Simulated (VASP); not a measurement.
**B: single point with PBEsol**

B:

```
B
1.0
     0.00000    2.01620    2.01620
     2.01620    0.00000    2.01620
     2.01620    2.01620    0.00000
B
2
Cartesian
  0.0000 0.0000 0.0000
  1.0081 1.0081 1.0081
```

```json
{
  "Program": "VASP 6.6.1",
  "Task": "single point",
  "Functional": "PBEsol",
  "Potentials or basis": "VASP PAW PBE potentials, release 64 (B)",
  "Cutoff": "520 eV",
  "k mesh": "11 × 11 × 11",
  "Occupations": "fermi-dirac, width 0.136057 eV",
  "Spin": "no spin polarisation"
}
```

The pressure is 0.3 GPa and the band gap on the k mesh is zero (band 3 reaches 7.95 eV, above the bottom of band 4 at 1.35 eV).

Levels at points of the mesh, in eV from the Fermi level:
| k point | band 1 | band 2 | band 3 | band 4 | band 5 | band 6 |
| --- | --- | --- | --- | --- | --- | --- |
| (0.00, 0.00, 0.00) | -12.99 | 4.11 | 4.11 | 4.11 | 8.24 | 8.24 |

It took 14 s on 1 thread of AMD EPYC 7R13 Processor (Zen 3), on a shared host, peak memory 0.1 GiB.

Caveat: the PAW data sets were made with another functional, which shifts forces and pressure a little.
